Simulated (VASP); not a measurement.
A run of VASP 6.6.1:

File INCAR:

```
ALGO = Normal ; EDIFF = 1E-6
ENCUT = 520 ; GGA = PS
ISIF = 2 ; ISMEAR = 0
LASPH = True ; LCHARG = True
LELF = True ; LREAL = False
LVHAR = True ; LWAVE = False
NBANDS = 26 ; NELM = 60
PREC = Accurate ; SIGMA = 0.02
```

File KPOINTS:

```
k-points
0
Gamma
  8 8 6
```

The input POSCAR:

```
ZnSe
1.0
    2.6476262570      2.6476262570      0.0000000000
   -2.6476262570      2.6476262570      0.0000000000
    0.0000000000      0.0000000000      5.2952525139
Zn Se
2 2
Direct
    0.0000000000      0.0000000000      0.0000000000
    0.5000000000      0.5000000000      0.5000000000
    0.5000000000      0.0000000000      0.2500000000
    0.0000000000      0.5000000000      0.7500000000
```

Potentials or basis: VASP PAW PBE potentials, release 64 (Zn, Se).

Launch:

```sh
$ cat potpaw_PBE.64/Zn/POTCAR potpaw_PBE.64/Se/POTCAR > POTCAR
$ mpirun -np 1 vasp_std > vasp.out
```

Hardware: 1 thread of AMD EPYC 7R13, with other jobs on the host.

Question: How long does it take, and how much memory?

Answer: Run time: 3.3 min on 1 thread of AMD EPYC 7R13 (shared host), peak memory 0.21 GiB. Counts: scf iterations 13, k points 60.
